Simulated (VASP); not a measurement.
Runs of VASP 6.6.1 on ZnCu. The structure is that of space group Pm-3m (No. 221), or close to it. The cells are those of the table. 

| cell | gap on the mesh (eV) | pressure (GPa) |
| --- | --- | --- |
| a = 2.993 Å, 2 atoms | none | (b) |
| a = 3.021 Å, 2 atoms | none | -5.4 |
| a = 2.933 Å, 2 atoms | none | (a) |
| a = 2.945 Å, 2 atoms | none | 2.8 |
| a = 3.059 Å, 2 atoms | none | -8.2 |

Alike in all rows: task single point; level PBE; potentials or basis VASP PAW PBE potentials, release 64 (Zn, Cu); no spin polarisation; k mesh 14 × 14 × 14; cutoff (eV) 520; smearing gaussian 0.1 eV.

Estimate the missing entries.

(a) 4.3; (b) -2.7.

Caveats: the cell stands under tension (at least some runs); the cell stands under pressure (at least some runs).

A gap of «none» marks levels without a gap at the run's occupations.
